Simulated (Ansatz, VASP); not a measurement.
# Two plane-wave programs on Sb

```
CELL_PARAMETERS angstrom
2.17057 1.25318 3.86830
-2.17057 1.25318 3.86830
0.00000 -2.50636 3.86830
ATOMIC_POSITIONS crystal
Sb 0.23142 0.23142 0.23142
Sb 0.76858 0.76858 0.76858
```

Alike in both runs: functional r2SCAN; k mesh 12 × 12 × 12; occupations gaussian, width 0.1 eV; no spin polarisation.

Ansatz relaxed the structure, and its values are those at the end. VASP's run is a single point on that final structure, the one shown.

```csv
,VASP,Ansatz
version,VASP 6.6.1,Ansatz 0.2.0
potentials or method,"VASP PAW PBE potentials, release 64 (Sb), cutoff 520 eV","scalar-relativistic, plane waves, PAW"
valence electrons in the cell,10,30
```

|  | VASP | Ansatz | Ansatz less VASP |
| --- | --- | --- | --- |
| gap on the k mesh at the Fermi level (eV) | none | none | - |
| pressure (GPa) | 0.1 | 0.0 | -0.11 |
| rms of the force components (eV/Å) | 0.031 | 0.001 | -0.0304 |

VASP's potentials were made for PBE, not for r2SCAN. A gap of «none» marks a metal or a gap that the smearing closes. The functional is the same, so the differences come from potentials, cutoffs and numerics. VASP's potentials hold 10 valence electrons a cell and Ansatz's 30, so a difference there can come from the potentials and not from the codes.

Spin-orbit coupling is off throughout.
